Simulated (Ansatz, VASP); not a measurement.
One calculation of Ti, two programs

The input INCAR:

```
ALGO = Normal
EDIFF = 1E-7
EDIFFG = -0.05
ENCUT = 500
GGA = PE
GGA_COMPAT = False
IBRION = 2
ISIF = 3
ISMEAR = 0
IVDW = 12
LASPH = True
LCHARG = False
LREAL = False
LWAVE = False
NELM = 120
NELMIN = 4
NSW = 100
PREC = Accurate
SIGMA = 0.1
```

KPOINTS

```
k-points
0
Gamma
  8 8 8
```

File POSCAR:

```
Ti
1.0
   -1.6410000000      1.6410000000      1.6410000000
    1.6410000000     -1.6410000000      1.6410000000
    1.6410000000      1.6410000000     -1.6410000000
Ti
1
Direct
    0.0000000000      0.0000000000      0.0000000000
```

Input for Ansatz:

```yaml
crystal:
  lattice:
    - [-1.641, 1.641, 1.641]
    - [1.641, -1.641, 1.641]
    - [1.641, 1.641, -1.641]
  atoms:
    - { symbol: Ti, position: [0.0, 0.0, 0.0] }
basis:
  ecutwfc: 420
kpoints:
  mp_grid: { grid: [8, 8, 8] }
hamiltonian:
  xc: pbe
  dispersion: d3bj
scf:
  occupations: { method: gaussian, width: 0.1 }
output:
  forces: true
  stress: true
  eigenvalues: true
relax:
  adjacent_minimum: "off"
  f_tol: 0.05
  max_steps: 80
  cell: { stress_tol: 0.5 }
```

Alike in both runs: task relaxation of cell and atoms; functional PBE; dispersion D3(BJ); k mesh 8 × 8 × 8; occupations gaussian, width 0.1 eV; no spin polarisation.

```csv
,VASP,Ansatz
version,VASP 6.6.1,Ansatz 0.2.0
potentials or method,"VASP PAW PBE potentials, release 64 (Ti_sv), cutoff 500 eV","scalar-relativistic, plane waves, PAW"
valence electrons in the cell,12,12
```

|  | VASP | Ansatz | Ansatz less VASP |
| --- | --- | --- | --- |
| gap on the k mesh at the Fermi level, each at its own relaxed structure (eV) | none | none | - |
| relaxed volume (Å³/atom) | 16.27 | 16.32 | +0.045 |
| relaxed cell length with the largest relative difference (Å) | 2.765 | 2.767 | +0.0026 |

A gap of «none» marks a metal or a gap that the smearing closes.
